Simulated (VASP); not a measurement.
# Cs: relaxation of cell and atoms with PBEsol+D4

The system is Cs.

```
Cs
1.0
    -3.12847    3.12847    3.12847
     3.12847   -3.12847    3.12847
     3.12847    3.12847   -3.12847
Cs
1
Cartesian
  0.0000 0.0000 0.0000
```

- Program: VASP 6.6.1
- Task: relaxation of cell and atoms
- Functional: PBEsol
- Dispersion: D4
- Potentials or basis: VASP PAW PBE potentials, release 64 (Cs_sv)
- Cutoff: 600 eV
- k mesh: 6 × 6 × 6
- Occupations: fermi-dirac, width 0.05 eV
- Spin: no spin polarisation
- Dipole correction: no
- Further INCAR settings: ALGO = Normal; EDIFF = 1e-06; IBRION = 2; EDIFFG = -0.01; NSW = 60; ISIF = 3

The relaxed volume is 107.33 Å³/atom and the relaxed cell is a = 5.185 Å, b = 5.185 Å, c = 5.185 Å, α = 109.47°, β = 109.47°, γ = 109.47°. The space group after relaxing (to 0.1 Å) is Im-3m (No. 229) and the energy gained by relaxing is 13.6 meV/atom. The ionic steps are 17. The pressure after relaxing is 0.0 GPa and the band gap on the k mesh is zero (an odd number of electrons rules out a gap without spin polarisation). The dispersion energy per atom is -0.039 eV.

The path:
```
step  energy change (eV)  largest force (eV/Å)  pressure (GPa)  volume (Å³)
   1              0.0000                0.0000           -0.24       122.48
   2             -0.0045                0.0000           -0.21       119.26
   3             -0.0125                0.0000           -0.09       110.61
   4              0.0115                0.0000            0.31        94.56
   5              0.0004                0.0000            0.02       106.52
   6             -0.0136                0.0000            0.30       107.19
   7             -0.0129                0.0000           -0.07       109.81
   8             -0.0134                0.0000           -0.05       108.49
   9             -0.0135                0.0000           -0.04       107.84
  10             -0.0136                0.0000           -0.04       107.52
  11             -0.0136                0.0000           -0.03       107.43
  12             -0.0135                0.0000            0.37       107.18
  13             -0.0136                0.0000           -0.03       107.41
  14             -0.0136                0.0000           -0.02       107.40
  15             -0.0136                0.0000           -0.02       107.35
  16             -0.0136                0.0000            0.06       107.25
  17             -0.0136                0.0000           -0.01       107.33
```

Final structure:
```
Cs
1.0
    -2.99376    2.99376    2.99376
     2.99376   -2.99376    2.99376
     2.99376    2.99376   -2.99376
Cs
1
Direct
  0.00000 0.00000 0.00000
```

Levels at points of the mesh, in eV from the Fermi level:
```
           k point  band 1  band 2  band 3  band 4  band 5  band 6  band 7  band 8
(0.00, 0.00, 0.00)  -23.81  -10.52  -10.52  -10.52   -1.76    2.54    2.54    2.54
(0.50, 0.00, 0.00)  -23.80  -10.69  -10.57  -10.52    0.00    0.95    1.63    3.31
(0.50, 0.50, 0.50)  -23.79  -10.64  -10.64  -10.64    0.59    0.59    3.18    3.18
```

Run time: 2.6 min on 1 thread of Intel(R) Xeon(R) Platinum 8559C (Emerald Rapids), on a shared host, peak memory 0.33 GiB.

Caveat: the PAW data sets were made with another functional, which shifts forces and pressure a little; spin-orbit coupling is left out, which moves the levels of the heavy elements.
